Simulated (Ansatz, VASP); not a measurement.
# Bi2B3Br in VASP and in Ansatz

```
CELL_PARAMETERS angstrom
5.77723 0.00000 0.00000
0.00000 5.77723 0.00000
0.00000 0.00000 4.67507
ATOMIC_POSITIONS crystal
B 0.00000 0.00000 0.83417
B 0.00000 0.00000 0.16583
B 0.00000 0.00000 0.50000
Bi 0.00000 0.50000 0.00000
Bi 0.50000 0.00000 0.00000
Br 0.50000 0.50000 0.00000
```

Alike in both runs: functional PBE; k mesh 4 × 4 × 4; occupations gaussian, width 0.1 eV; no spin polarisation.

Ansatz relaxed the structure, and its values are those at the end. VASP's run is a single point on that final structure, the one shown.

|  | VASP | Ansatz |
| --- | --- | --- |
| version | VASP 6.6.1 | Ansatz 0.2.0 |
| potentials or method | VASP PAW PBE potentials, release 64 (B, Bi_d, Br), cutoff 520 eV | scalar-relativistic, plane waves, PAW |
| valence electrons in the cell | 46 | 46 |

VASP gave:

```
gap on the k mesh at the Fermi level (eV) : none
pressure (GPa)                            : -0.1
```

**Question.** Which values does Ansatz return?

**Answer.** gap on the k mesh at the Fermi level (eV): none; pressure (GPa): 0.0.

A gap of «none» marks a metal or a gap that the smearing closes. With one functional, cell and mesh, what is left measures potentials, basis and numerics.

Spin-orbit coupling is off throughout.
